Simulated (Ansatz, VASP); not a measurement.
Mo3F: VASP beside Ansatz

```
Mo F
1.0
     2.73702    0.00000    0.00000
    -0.91234    2.58049    0.00000
     0.00000    0.00000   21.30821
Mo F
3 1
Cartesian
  0.9123 1.2902 4.0000
  0.0000 0.0000 6.1542
  0.9123 1.2902 8.3082
  0.9123 1.2902 9.8482
```

Alike in both runs: task single point; functional PBE; k mesh 10 × 10 × 1; occupations gaussian, width 0.1 eV; collinear spin.

```csv
,VASP,Ansatz
version,VASP 6.6.1,Ansatz 0.2.0
potentials or method,"VASP PAW PBE potentials, release 64 (Mo_sv, F), cutoff 520 eV","scalar-relativistic, plane waves, PAW"
valence electrons in the cell,49,49
```

```csv
,VASP,Ansatz,Ansatz less VASP
gap on the k mesh at the Fermi level (eV),none,none,-
rms of the force components (eV/Å),8.475,8.455,-0.0192
net moment per atom (μB),0.00,0.00,0.000
```

Atom by atom the forces differ by 0.021 eV/Å (rms over components). A gap of «none» marks a metal or a gap that the smearing closes. With one functional, cell and mesh, what is left measures potentials, basis and numerics. Ansatz's warnings: seeded moment not kept.
